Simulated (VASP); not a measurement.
**Mn: single point with PBE**

The system is Mn.

```
Mn
1.0
    -1.73385    1.42528    1.27108
     1.42528   -1.73385    1.27108
     3.21287    3.21287   -1.83623
Mn
2
Direct
  0.95835 0.04165 0.00000
  0.79165 0.20835 0.50000
```

This isn't the form of Mn at room conditions, which is a 58-atom cubic cell.

```
Program             : VASP 6.6.1
Task                : single point
Functional          : PBE
Potentials or basis : VASP PAW PBE potentials, release 64 (Mn_pv)
Cutoff              : 500 eV
k mesh              : 18 × 18 × 9
Occupations         : fermi-dirac, width 0.1 eV
Spin                : no spin polarisation
```

```yaml
Pressure: -24.6 GPa
Band_gap_on_the_k_mesh: zero (bands 13 and 14 overlap by 1.83 eV)
```

Stress tensor (GPa, compression positive):
```
-24.66  -0.16  -0.05
 -0.16 -24.66  -0.05
 -0.05  -0.05 -24.54
```

Levels at points of the mesh, in eV from the Fermi level:
| k point | band 11 | band 12 | band 13 | band 14 | band 15 | band 16 |
| --- | --- | --- | --- | --- | --- | --- |
| (0.00, 0.00, 0.00) | -0.80 | -0.41 | -0.41 | 0.03 | 0.03 | 0.62 |
| (0.50, 0.00, 0.00) | 0.16 | 0.16 | 0.71 | 0.71 | 1.64 | 1.64 |
| (0.50, 0.50, 0.00) | -0.98 | -0.80 | -0.36 | 1.53 | 1.66 | 1.71 |

Run time: 2.4 min on 1 thread of Oxide Virtual Turin-like Processor (shared host), peak memory 0.33 GiB.

Caveat: the cell stands under tension; the run has no spin polarisation, though such a crystal can be magnetic. Spin polarisation is off, so any magnetic state and its effect on volume and gap are missing.
